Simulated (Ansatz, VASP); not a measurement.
## Au in VASP and in Ansatz

Contents of POSCAR:

```
Au
1.0
    2.7290029879      0.0000000000      0.0000000000
   -1.3645014940      2.3633859145      0.0000000000
    0.0000000000      0.0000000000      5.5107069851
Au
2
Direct
    0.3333333333      0.6666666667      0.7500000000
    0.6666666667      0.3333333333      0.2500000000
```

INCAR.step1

```
PREC = Accurate
ENCUT = 520
ISMEAR = 0
SIGMA = 0.15
LREAL = False
LASPH = True
NELM = 100
NBANDS = 18
GGA = PE
ALGO = Normal
EDIFF = 1E-4
LWAVE = True
LCHARG = False
```

INCAR.step2

```
PREC = Accurate
ENCUT = 520
EDIFF = 1E-6
ISMEAR = 0
SIGMA = 0.15
LREAL = False
LASPH = True
NELM = 100
ALGO = Normal
ISIF = 2
LWAVE = False
LCHARG = True
METAGGA = R2SCAN
LMIXTAU = True
LELF = True
LVHAR = True
NBANDS = 18
ISTART = 1
```

File KPOINTS:

```
Automatic mesh
0
Gamma
  24 24 12
```

Input for Ansatz:

```yaml
crystal:
  lattice:
    - [2.7290029879, 0.0, 0.0]
    - [-1.364501494, 2.3633859145, 0.0]
    - [0.0, 0.0, 5.5107069851]
  atoms:
    - { symbol: Au, position: [0.3333333333, 0.6666666667, 0.75] }
    - { symbol: Au, position: [0.6666666667, 0.3333333333, 0.25] }
basis:
  ecutwfc: 500
kpoints:
  mp_grid: { grid: [24, 24, 12] }
hamiltonian:
  xc: r2scan
scf:
  occupations: { method: gaussian, width: 0.15 }
output:
  forces: true
  stress: true
  eigenvalues: true
```

Alike in both runs: task single point; functional r2SCAN; k mesh 24 × 24 × 12; occupations gaussian, width 0.15 eV; no spin polarisation.

```csv
,VASP,Ansatz
version,VASP 6.6.1,Ansatz 0.2.0
potentials or method,"VASP PAW PBE potentials, release 64 (Au), cutoff 520 eV","scalar-relativistic, plane waves, PAW"
valence electrons in the cell,22,38
```

Ansatz gave:

| Quantity | Value |
| --- | --- |
| gap on the k mesh at the Fermi level (eV) | none |
| pressure (GPa) | 6.7 |
| traceless stress, the component that is largest in VASP (GPa) | -11.01 |

Q: Estimate VASP's values.

A: gap on the k mesh at the Fermi level (eV): none; pressure (GPa): 7.1; traceless stress, the component that is largest in VASP (GPa): -11.24.

VASP's potentials were made for PBE, not for r2SCAN. A gap of «none» marks a metal or a gap that the smearing closes. VASP's potentials hold 22 valence electrons a cell and Ansatz's 38, so a difference there can come from the potentials and not from the codes.

Spin-orbit coupling is off throughout.
